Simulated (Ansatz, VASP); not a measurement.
This is a calculation of BeS for VASP 6.6.1.

Contents of POSCAR:

```
BeS
1.0
    0.0000000000      2.4569115543      2.4569115543
    2.4569115543      0.0000000000      2.4569115543
    2.4569115543      2.4569115543      0.0000000000
S Be
1 1
Direct
    0.7500000000      0.7500000000      0.7500000000
    0.0000000000      0.0000000000      0.0000000000
```

Contents of INCAR.step1:

```
PREC = Accurate
ENCUT = 520
ISMEAR = -1
SIGMA = 0.05
LREAL = F
LASPH = T
NELM = 80
NBANDS = 11
GGA = PE
ALGO = Normal
EDIFF = 1E-4
LWAVE = T
LCHARG = F
```

File INCAR.step2:

```
PREC = Accurate
ENCUT = 520
EDIFF = 1E-6
ISMEAR = -1
SIGMA = 0.05
LREAL = F
LASPH = T
NELM = 80
ALGO = Normal
ISIF = 2
LWAVE = F
LCHARG = F
METAGGA = R2SCAN
LMIXTAU = T
NBANDS = 11
ISTART = 1
```

KPOINTS

```
regular mesh
0
Gamma
  9 9 9
```

Potentials or basis: VASP PAW PBE potentials, release 64 (S, Be).

Command:

```bash
$ cat potpaw_PBE.64/S/POTCAR potpaw_PBE.64/Be/POTCAR > POTCAR
$ cp INCAR.step1 INCAR
$ mpirun -np 1 vasp_std > vasp.out
$ cp INCAR.step2 INCAR
$ mpirun -np 1 vasp_std > vasp.out
```

Translate it to Ansatz 0.2.0. Potentials there: Ansatz PAW.

As run (the cutoff follows the program's own potentials):

The input input.yaml:

```yaml
crystal:
  lattice:
    - [0.0, 2.4569115543, 2.4569115543]
    - [2.4569115543, 0.0, 2.4569115543]
    - [2.4569115543, 2.4569115543, 0.0]
  atoms:
    - { symbol: S, position: [0.75, 0.75, 0.75] }
    - { symbol: Be, position: [0.0, 0.0, 0.0] }
hamiltonian:
  xc: r2scan
  pseudopotentials: { kind: paw }
kpoints:
  mp_grid: { grid: [9, 9, 9] }
scf:
  occupations: { method: fermi_dirac, width: 0.05 }
output:
  forces: true
  stress: true
  eigenvalues: true
```

Potentials or basis: Ansatz PAW.

The run is started by

```sh
$ ansatz run input.yaml --threads 2 --pin off --max-ram 5632MiB --backend cpu --events-out ev --progress --plain --runs-dir out
```

Both were run:

|  | VASP | Ansatz | Ansatz less VASP |
| --- | --- | --- | --- |
| gap on the k mesh at the Fermi level (eV) | 3.75 | 3.74 | -0.010 |
| least direct gap on the mesh (eV) | 6.28 | 6.25 | -0.028 |
| pressure (GPa) | -2.3 | -2.6 | -0.25 |

VASP's potentials were made for PBE, not for r2SCAN.

Noted on Ansatz's run: odd divisions of the mesh miss points on the zone boundary, where band edges often lie, so the gap on the mesh can be too wide.
